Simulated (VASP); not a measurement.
# SiC5 (P-62m) in VASP: a series of runs

Runs on SiC5. Level: PBE. Tasks: single point.

Program: VASP 6.6.1. These are calculated values, not measurements. Logs are shortened: lines on timing, memory, paths and dates and some standing lists are left out, and cuts for length are marked.

## Step 1: The cell of the first run

It takes space group P-62m (No. 189, hexagonal). Conventional cell: a = 4.591 Å, b = 4.591 Å, c = 4.342 Å, α = 90.00°, β = 90.00°, γ = 120.00°. Si (site symmetry -62m) has 12 C at 2.65 to 2.66 Å within 3.5 Å. Within 3.5 Å of C (site symmetry m2m) lie 10 C at 2.65 to 2.66 Å and 2 Si at 2.66 Å. Within 3.5 Å of C (site symmetry -6) lie 3 Si at 2.65 Å and 9 C at 2.65 to 2.66 Å.

## Step 2: Single point, PBE

Contents of INCAR:

```
SYSTEM = SiC5
ALGO = Normal
EDIFF = 1E-7
ENCUT = 520
GGA = PE
ISIF = 2
ISMEAR = 0
LASPH = .True.
LCHARG = .False.
LREAL = .False.
LWAVE = .False.
NBANDS = 21
NELM = 100
PREC = Accurate
SIGMA = 0.1
```

Contents of KPOINTS:

```
k-points
0
Gamma
  6 6 4
  0 0 0
```

Contents of POSCAR:

```
SiC5
1.0
    4.5911199300      0.0000000000      0.0000000000
   -2.2955599600      3.9760264900      0.0000000000
    0.0000000000      0.0000000000      4.3423270400
Si C
1 5
Direct
    0.0000000000      0.0000000000      0.5000000000
    0.0000000000      0.6666666700      0.0000000000
    0.6666666700      0.0000000000      0.0000000000
    0.3333333300      0.3333333300      0.0000000000
    0.3333333300      0.6666666700      0.5000000000
    0.6666666700      0.3333333300      0.5000000000
```

Potentials or basis: VASP PAW PBE potentials, release 64 (Si, C).

Started as:

```sh
cat potpaw_PBE.64/Si/POTCAR potpaw_PBE.64/C/POTCAR > POTCAR
mpirun -np 1 vasp_std > vasp.out
```

OUTCAR:

```text
SYSTEM = SiC5
   EDIFF = 1E-7
   ENCUT = 520
   GGA = PE
   ISIF = 2
   ISMEAR = 0
   LASPH = .True.
   LREAL = .False.
   NELM = 100
   PREC = Accurate

 ion  position               nearest neighbor table
   1  0.000  0.000  0.500-
   2  0.000  0.667  0.000-
   3  0.667  0.000  0.000-
   4  0.333  0.333  0.000-
   5  0.333  0.667  0.500-
   6  0.667  0.333  0.500-

  LATTYP: Found a hexagonal cell.
 ALAT       =     4.5911199300
 C/A-ratio  =     0.9458099780

  Lattice vectors:

 A1 = (   4.5911199300,   0.0000000000,   0.0000000000)
 A2 = (  -2.2955599600,   3.9760264900,   0.0000000000)
 A3 = (   0.0000000000,   0.0000000000,   4.3423270400)

Analysis of symmetry for initial positions (statically):
=====================================================================
 Subroutine PRICEL returns:
 Original cell was already a primitive cell.

 Routine SETGRP: Setting up the symmetry group for a
 hexagonal supercell.

 Subroutine GETGRP returns: Found 12 space group operations
 (whereof 12 operations were pure point group operations)
 out of a pool of 24 trial point group operations.

The static configuration has the point symmetry D_3h.

Analysis of symmetry for dynamics (positions and initial velocities):
=====================================================================
 Subroutine PRICEL returns:
 Original cell was already a primitive cell.

 Routine SETGRP: Setting up the symmetry group for a
 hexagonal supercell.

 Subroutine GETGRP returns: Found 12 space group operations
 (whereof 12 operations were pure point group operations)
 out of a pool of 24 trial point group operations.

The dynamic configuration has the point symmetry D_3h.

 Subroutine INISYM returns: Found 12 space group operations
 (whereof 12 operations are pure point group operations),
 and found     1 'primitive' translations

----------------------------------------------------------------------------------------

                                     Primitive cell

  volume of cell :      79.2666

  direct lattice vectors                    reciprocal lattice vectors
     4.591119930  0.000000000  0.000000000     0.217811779  0.125753689  0.000000000
    -2.295559960  3.976026490  0.000000000     0.000000000  0.251507379  0.000000000
     0.000000000  0.000000000  4.342327040     0.000000000  0.000000000  0.230291268

  length of vectors
     4.591119930  4.591119926  4.342327040     0.251507378  0.251507379  0.230291268

  position of ions in fractional coordinates (direct lattice)
     0.000000000  0.000000000  0.500000000
     1.000000000  0.666666670  0.000000000
     0.666666670  0.000000000  0.000000000
     0.333333330  0.333333330  0.000000000
     0.333333330  0.666666670  0.500000000
     0.666666670  0.333333330  0.500000000

  ion indices of the primitive-cell ions
   primitive index   ion index
                 1           1
                 2           2
                 3           3
                 4           4
                 5           5
                 6           6

----------------------------------------------------------------------------------------

 KPOINTS: k-points

Automatic generation of k-mesh.
 Grid dimensions read from file:
 generate k-points for:    6    6    4

 Generating k-lattice:

  Cartesian coordinates                     Fractional coordinates (reciprocal lattice)
     0.036301963  0.020958948  0.000000000     0.166666667 -0.000000000  0.000000000
     0.000000000  0.041917896  0.000000000     0.000000000  0.166666667  0.000000000
     0.000000000  0.000000000  0.057572817     0.000000000  0.000000000  0.250000000

  Length of vectors
     0.041917896  0.041917896  0.057572817

  Shift w.r.t. Gamma in fractional coordinates (k-lattice)
     0.000000000  0.000000000  0.000000000

 Subroutine IBZKPT returns following result:
 ===========================================

 Found     21 irreducible k-points:

 Following reciprocal coordinates:
            Coordinates               Weight
  0.000000  0.000000  0.000000      1.000000
  0.166667  0.000000  0.000000      6.000000
  0.333333  0.000000  0.000000      6.000000
  0.500000 -0.000000  0.000000      3.000000
  0.166667  0.166667  0.000000      6.000000
  0.333333  0.166667  0.000000     12.000000
[... 13 lines left out ...]
  0.333333  0.166667  0.500000     12.000000
  0.333333  0.333333  0.500000      2.000000
   k-points           NKPTS =     21   k-points in BZ     NKDIM =     21   number of bands    NBANDS=     21
   number of dos      NEDOS =    301   number of ions     NIONS =      6
   total plane-waves  NPLWV =  41472
   dimension x,y,z NGX =    36 NGY =   36 NGZ =   32
   dimension x,y,z NGXF=    72 NGYF=   72 NGZF=   64
   ions per type =               1   5
   NGX,Y,Z   is equivalent  to a cutoff of  13.04, 13.04, 12.25 a.u.
   NGXF,Y,Z  is equivalent  to a cutoff of  26.07, 26.07, 24.50 a.u.
 SYSTEM =  SiC5
   PREC   = accura    normal or accurate (medium, high low for compatibility)
   ISTART =      0    job   : 0-new  1-cont  2-samecut
   ICHARG =      2    charge: 1-file 2-atom 10-const
   ISPIN  =      1    spin polarized calculation?
   LNONCOLLINEAR =      F non collinear calculations
   LSORBIT =      F    spin-orbit coupling
   LASPH  =      T    aspherical Exc in radial PAW
   ENCUT  =  520.0 eV  38.22 Ry    6.18 a.u.   8.54  8.54  8.07*2*pi/ulx,y,z
   NELM   =    100;   NELMIN=  2; NELMDL= -5     # of ELM steps
   EDIFF  = 0.1E-06   stopping-criterion for ELM
   LREAL  =      F    real-space projection
   EDIFFG = 0.1E-05   stopping-criterion for IOM
   NSW    =      0    number of steps for IOM
   IBRION =     -1    ionic relax: 0-MD 1-quasi-New 2-CG
   NFREE  =      0    steps in history (QN), initial steepest desc. (CG)
   ISIF   =      2    stress and relaxation
   ISYM   =      2    0-nonsym 1-usesym 2-fastsym
   POTIM  = 0.5000    time-step for ionic-motion
   TEBEG  =    0.0;   TEEND  =   0.0 temperature during run
   PSTRESS=    0.0 pullay stress
   NELECT =      24.0000    total number of electrons
   NUPDOWN=      -1.0000    fix difference up-down
   EMIN   =  10.00;   EMAX   =-10.00  energy-range for DOS
   EFERMI =   0.00;   METHOD = LEGACY
   ISMEAR =     0;   SIGMA  =   0.10  broadening in eV -4-tet -1-fermi 0-gaus
   EFERMI_NEDOS =   21; number of points for ismear=-14 and -15
   IALGO  =     38    algorithm
   IMIX   =      4    mixing-type and parameters
     AMIX     =   0.40;   BMIX     =  1.00
     AMIX_MAG =   1.60;   BMIX_MAG =  1.00
  volume/ion in A,a.u.               =      13.21        89.15
  Fermi-wavevector in a.u.,A,eV,Ry     =   1.099297  2.077370 16.442018  1.208454
  Thomas-Fermi vector in A             =   2.235689
   LORBIT       =      0    0 simple, 1 ext, 2 COOP (PROOUT), +10 PAW based schemes
   GGA     = PE    functional components
   LHFCALC =     F    Hartree Fock is set to
   AEXX    =    0.0000 exact exchange contribution
   IVDW    =     0    specifies the selected vdW correction
   LEPSILON=     F    determine dielectric tensor
   LRPA    =     F    only Hartree local field effects (RPA)
 non-spin polarized calculation
 Gauss-broadening in eV      SIGMA  =   0.10
  energy-cutoff  :      520.00
  volume of cell :       79.27
 maximum number of plane-waves:      2200
 NGX is ok and might be reduce to    36
   NGX = 17   NGY = 17   NGZ = 17

 number of electron      24.0000000 magnetization

 Free energy of the ion-electron system (eV)
  ---------------------------------------------------
  ext. energy  EPLUGINS =         0.00000000
  ---------------------------------------------------
  free energy    TOTEN  =       -25.47948636 eV

  energy without entropy =      -25.45644531  energy(sigma->0) =      -25.46796583

 E-fermi :   3.1352     XC(G=0): -10.2891

 val. band max:        3.1149708692   @ k =   0.3333   0.1667   0.5000
 cond. band min:       3.1458050231   @ k =   0.1667   0.0000   0.0000
 fundamental gap:      0.0308341539
 Fermi energy:         3.1351995345

 k-point     1 :       0.0000    0.0000    0.0000
  band No.  band energies     occupation
      1      -9.9746      2.00000
      2      -5.3188      2.00000
      3      -4.2493      2.00000
      4      -4.2493      2.00000
      5      -4.1686      2.00000
      6      -1.5047      2.00000
[... 13 lines left out ...]
     20       6.9193      0.00000
     21       6.9193      0.00000

 k-point     2 :       0.1667    0.0000    0.0000
  band No.  band energies     occupation
      1      -9.7607      2.00000
      2      -5.4072      2.00000
      3      -5.1007      2.00000
      4      -4.5665      2.00000
      5      -3.7782      2.00000
      6      -1.6425      2.00000
[... 13 lines left out ...]
     20       6.3102      0.00000
     21       6.7187      0.00000

 k-point     3 :       0.3333    0.0000    0.0000
  band No.  band energies     occupation
      1      -9.1272      2.00000
      2      -6.7526      2.00000
      3      -5.3184      2.00000
      4      -4.5334      2.00000
      5      -3.8695      2.00000
      6      -1.8664      2.00000
[... 13 lines left out ...]
     20       6.1534      0.00000
     21       6.5954      0.00000

 k-point     4 :       0.5000   -0.0000    0.0000
  band No.  band energies     occupation
      1      -8.1683      2.00000
      2      -8.0280      2.00000
      3      -5.4453      2.00000
      4      -4.2273      2.00000
      5      -4.0722      2.00000
      6      -2.1366      2.00000
[... 13 lines left out ...]
     20       6.2434      0.00000
     21       6.4722      0.00000

 k-point     5 :       0.1667    0.1667    0.0000
  band No.  band energies     occupation
      1      -9.3370      2.00000
      2      -5.9929      2.00000
      3      -5.8374      2.00000
      4      -4.6080      2.00000
      5      -3.5997      2.00000
      6      -1.6165      2.00000
[... 13 lines left out ...]
     20       6.1504      0.00000
     21       6.4853      0.00000

 k-point     6 :       0.3333    0.1667    0.0000
  band No.  band energies     occupation
      1      -8.5088      2.00000
      2      -7.3140      2.00000
      3      -6.2328      2.00000
      4      -4.1787      2.00000
      5      -3.7375      2.00000
      6      -1.7726      2.00000
[... 13 lines left out ...]
     20       6.2737      0.00000
     21       6.5297      0.00000

 k-point     7 :       0.3333    0.3333    0.0000
  band No.  band energies     occupation
      1      -7.5890      2.00000
      2      -7.5890      2.00000
      3      -7.3318      2.00000
      4      -3.8193      2.00000
      5      -3.8193      2.00000
      6      -1.7385      2.00000
[... 13 lines left out ...]
     20       6.0164      0.00000
     21       6.7779      0.00000
[... 219 lines left out ...]
      1      -7.6427      2.00000
      2      -7.5620      2.00000
      3      -5.4953      2.00000
      4      -5.2893      2.00000
      5      -4.4677      2.00000
      6      -2.9460      2.00000
[... 13 lines left out ...]
     20       5.9621      0.00000
     21       6.3104      0.00000

 k-point    18 :       0.5000   -0.0000    0.5000
  band No.  band energies     occupation
      1      -6.8662      2.00000
      2      -6.8256      2.00000
      3      -6.5607      2.00000
      4      -6.1919      2.00000
      5      -4.5952      2.00000
      6      -3.2538      2.00000
[... 13 lines left out ...]
     20       5.7334      0.00000
     21       5.7372      0.00000

 k-point    19 :       0.1667    0.1667    0.5000
  band No.  band energies     occupation
      1      -7.8358      2.00000
      2      -7.7571      2.00000
      3      -4.9089      2.00000
      4      -4.8847      2.00000
      5      -4.7570      2.00000
      6      -3.0726      2.00000
[... 13 lines left out ...]
     20       6.0400      0.00000
     21       6.5756      0.00000

 k-point    20 :       0.3333    0.1667    0.5000
  band No.  band energies     occupation
      1      -7.0809      2.00000
      2      -7.0146      2.00000
      3      -5.9831      2.00000
      4      -5.8217      2.00000
      5      -5.0973      2.00000
      6      -3.8914      2.00000
[... 13 lines left out ...]
     20       5.8170      0.00000
     21       6.0729      0.00000

 k-point    21 :       0.3333    0.3333    0.5000
  band No.  band energies     occupation
      1      -6.3942      2.00000
      2      -6.3220      2.00000
      3      -6.3220      2.00000
      4      -6.0466      2.00000
      5      -6.0466      2.00000
      6      -4.5684      2.00000
[... 13 lines left out ...]
     20       5.7874      0.00000
     21       5.9223      0.00000

------------------------ aborting loop because EDIFF is reached ----------------------------------------

  FORCE on cell =-STRESS in cart. coord.  units (eV):
  Direction    XX          YY          ZZ          XY          YZ          ZX
  --------------------------------------------------------------------------------------
  -------------------------------------------------------------------------------------
  Total      -14.2438367    -14.2438367    -13.9792663     -0.0000000      0.0000000      0.0000000
  in kB     -287.9036247   -287.9036246   -282.5559934     -0.0000004      0.0000000      0.0000000
  external PRESSURE =    -286.1210809 kB  Pullay stress =       0.0000000 kB

 VOLUME and BASIS-vectors are now :
 -----------------------------------------------------------------------------
  energy-cutoff  :      520.00
  volume of cell :       79.27
      direct lattice vectors                 reciprocal lattice vectors
     4.591119930  0.000000000  0.000000000     0.217811779  0.125753689  0.000000000
    -2.295559960  3.976026490  0.000000000     0.000000000  0.251507379  0.000000000
     0.000000000  0.000000000  4.342327040     0.000000000  0.000000000  0.230291268

 POSITION                                       TOTAL-FORCE (eV/Angst)
 -----------------------------------------------------------------------------------
      0.00000      0.00000      2.17116         0.000000      0.000000      0.000000
     -1.53037      2.65068      0.00000        -0.043078      0.074613      0.000000
      3.06075      0.00000      0.00000         0.086156      0.000000      0.000000
      0.76519      1.32534      0.00000        -0.043078     -0.074613      0.000000
     -0.00000      2.65068      2.17116         0.000000      0.000000      0.000000
      2.29556      1.32534      2.17116         0.000000     -0.000000      0.000000
 -----------------------------------------------------------------------------------
    total drift:                                0.000000      0.000000     -0.000000

  FREE ENERGIE OF THE ION-ELECTRON SYSTEM (eV)
  ---------------------------------------------------
  free  energy   TOTEN  =       -25.4794863573 eV

  energy  without entropy=      -25.4564453113  energy(sigma->0) =      -25.46796583
```

It took 42 s on 1 thread of Intel Xeon 8259CL, shared host; peak memory 0.2 GiB.

What came out:

| Quantity | Value |
| --- | --- |
| Free energy | -25.4795 eV |
| Pressure | -28.6 GPa |
| Largest force | 0.086 eV/Å |
| Band gap on the k mesh | zero (bands 12 and 13 overlap by 2.55 eV) |

Forces in eV/Å, atoms in the order of the input:
```
Si   0.000  0.000  0.000
C   -0.043  0.075  0.000
C    0.086  0.000  0.000
C   -0.043 -0.075  0.000
C    0.000  0.000  0.000
C    0.000  0.000  0.000
```

Levels at points of the mesh, in eV from the Fermi level:
```tsv
k point	band 8	band 9	band 10	band 11	band 12	band 13	band 14	band 15	band 16	band 17
(0.00, 0.00, 0.00)	-3.03	-3.03	-0.75	-0.75	-0.54	0.30	0.46	0.46	0.58	0.58
(0.50, 0.00, 0.00)	-2.84	-2.79	-1.52	-0.63	-0.29	-0.24	0.52	1.12	1.73	1.76
(0.00, 0.00, 0.50)	-2.94	-2.70	-2.42	-1.66	-1.66	-1.56	-1.56	0.86	1.08	3.06
(0.50, 0.00, 0.50)	-3.84	-0.40	-0.31	-0.24	1.00	1.45	1.48	1.66	1.82	2.29
```

Caveat: the k points lie up to 0.36 Å⁻¹ apart, too coarse for converged energies and pressures of a metal.

(Continued in part 2 of 2.)
